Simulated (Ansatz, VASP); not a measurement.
**Two plane-wave programs on CrO2**

```xyz
9
Lattice="2.5998 0.0000 0.0000 -1.2999 2.2515 0.0000 0.0000 0.0000 22.8071" Properties=species:S:1:pos:R:3 pbc="T T T"
Cr    1.2999    0.7505   15.0464
Cr    0.0000    1.5010   20.1541
Cr    0.0000    1.5010    9.9388
O     1.2999    0.7505   21.2992
O     1.2999    0.7505   11.0838
O     0.0000    1.5010   16.1915
O     1.2999    0.7505   19.0091
O     1.2999    0.7505    8.7937
O     0.0000    1.5010   13.9014
```

Alike in both runs: functional r2SCAN; k mesh 18 × 18 × 2; occupations gaussian, width 0.01 eV; no spin polarisation.

Ansatz relaxed the structure, and its values are those at the end. VASP's run is a single point on that final structure, the one shown.

```csv
,VASP,Ansatz
version,VASP 6.6.1,Ansatz 0.2.0
potentials or method,"VASP PAW PBE potentials, release 64 (Cr_pv, O), cutoff 520 eV","scalar-relativistic, plane waves, PAW"
valence electrons in the cell,72,78
```

```csv
,VASP,Ansatz,Ansatz less VASP
gap on the k mesh at the Fermi level (eV),0.25,0.24,-0.002
least direct gap on the mesh (eV),1.64,1.66,+0.021
rms of the force components (eV/Å),0.078,0.002,-0.0764
```

VASP's potentials were made for PBE, not for r2SCAN. With one functional, cell and mesh, what is left measures potentials, basis and numerics. VASP's potentials hold 72 valence electrons a cell and Ansatz's 78, so a difference there can come from the potentials and not from the codes. Ansatz's warnings: structure snapped to symmetry.
